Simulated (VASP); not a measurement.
CaO: single point with PBE

CaO:

```
Ca O
1.0
     0.00000    2.39755    2.39755
     2.39755    0.00000    2.39755
     2.39755    2.39755    0.00000
Ca O
1 1
Direct
  0.00000 0.00000 0.00000
  0.50000 0.50000 0.50000
```

| Quantity | Value |
| --- | --- |
| Program | VASP 6.6.1 |
| Task | single point |
| Functional | PBE |
| Potentials or basis | VASP PAW PBE potentials, release 64 (Ca_sv, O) |
| Cutoff | 520 eV |
| k mesh | 10 × 10 × 10 |
| Occupations | gaussian, width 0.01 eV |
| Spin | no spin polarisation |

```
Pressure               : 3.1 GPa
Band gap on the k mesh : 3.63 eV, indirect (least direct gap 4.01 eV)
```

Levels at points of the mesh, in eV from the valence-band top:
```tsv
k point	band 5	band 6	band 7	band 8	band 9	band 10	band 11	band 12
(0.00, 0.00, 0.00)	-15.55	0.00	0.00	0.00	4.77	6.24	6.24	6.24
(0.50, 0.00, 0.00)	-14.32	-2.66	-1.22	-1.22	7.08	8.39	8.39	8.56
(0.50, 0.50, 0.00)	-15.31	-1.30	-0.37	-0.37	3.63	8.10	8.93	9.58
```

Wall time 9.4 s on 1 thread of Intel(R) Xeon(R) 6975P-C (Granite Rapids), on a shared host, peak memory 0.16 GiB.

A k mesh can miss the band edges. A hybrid or GW would open this gap; PBE tends to underestimate it.
